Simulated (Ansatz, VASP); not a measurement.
# EuO: VASP beside Ansatz

Contents of INCAR:

```
SYSTEM = EuO
ALGO = Normal
EDIFF = 1E-6
ENCUT = 600
GGA = PE
GGA_COMPAT = .FALSE.
ISIF = 2
ISMEAR = -1
ISPIN = 2
LASPH = .TRUE.
LCHARG = .FALSE.
LDAU = .TRUE.
LDAUJ = 0 0
LDAUL = 3 -1
LDAUPRINT = 1
LDAUTYPE = 2
LDAUU = 5.3 0
LMAXMIX = 6
LORBIT = 11
LREAL = .FALSE.
LWAVE = .FALSE.
MAGMOM = 0.7 0.7 0 0
NBANDS = 35
NELM = 200
PREC = Accurate
SIGMA = 0.03
```

Contents of KPOINTS:

```
k-points
0
G
  6 6 3
  0 0 0
```

File POSCAR:

```
EuO
1.0
    0.0000000000      2.5719500000      2.5719500000
    2.5719500000      0.0000000000      2.5719500000
    5.1439000000      5.1439000000      0.0000000000
Eu O
2 2
Direct
    0.0000000000      0.0000000000      0.0000000000
    0.0000000000      0.0000000000      0.5000000000
    0.5000000000      0.5000000000      0.2500000000
    0.5000000000      0.5000000000      0.7500000000
```

Input for Ansatz:

```yaml
crystal:
  lattice:
    - [0.0, 2.57195, 2.57195]
    - [2.57195, 0.0, 2.57195]
    - [5.1439, 5.1439, 0.0]
  atoms:
    - { symbol: Eu, position: [0.0, 0.0, 0.0], spin: 0.7 }
    - { symbol: Eu, position: [0.0, 0.0, 0.5], spin: 0.7 }
    - { symbol: O, position: [0.5, 0.5, 0.25] }
    - { symbol: O, position: [0.5, 0.5, 0.75] }
magnetization:
  spin_polarized: true
hamiltonian:
  xc: pbe
  pseudopotentials: { kind: paw }
  hubbard: { sites: [{ species: Eu, l: f, u_eff: 5.3 }] }
basis:
  ecutwfc: 420
kpoints:
  mp_grid: { grid: [6, 6, 3] }
scf:
  occupations: { method: fermi_dirac, width: 0.03 }
  lower_state_search: "off"
output:
  forces: true
  stress: true
```

Change from the starting cell: parallel moments scaled by 0.1, plain SCF.

Alike in both runs: task single point; functional PBE; k mesh 6 × 6 × 3; occupations fermi-dirac, width 0.03 eV; collinear spin; Hubbard terms Eu f U = 5.3 eV.

|  | VASP | Ansatz |
| --- | --- | --- |
| version | VASP 6.6.1 | Ansatz 0.2.0 |
| potentials or method | VASP PAW PBE potentials, release 64 (Eu, O), cutoff 600 eV | PAW, plane waves, scalar-relativistic |
| valence electrons in the cell | 46 | 46 |

Ansatz gave:

| Property | Result |
| --- | --- |
| pressure (GPa) | 1.3 |
| net moment per atom (μB) | 3.50 |
| size of the moment on the site where the two differ most (μB) | 6.75 |

Question: What did VASP give for the same quantities?

Answer: Pressure (GPa): 0.6; net moment per atom (μB): 3.50; size of the moment on the site where the two differ most (μB): 6.71.

Site moments also hang on the region over which each program counts them. The programs project onto different local orbitals, so the same U acts differently, and such runs can settle in different states.

Spin-orbit coupling is off throughout.
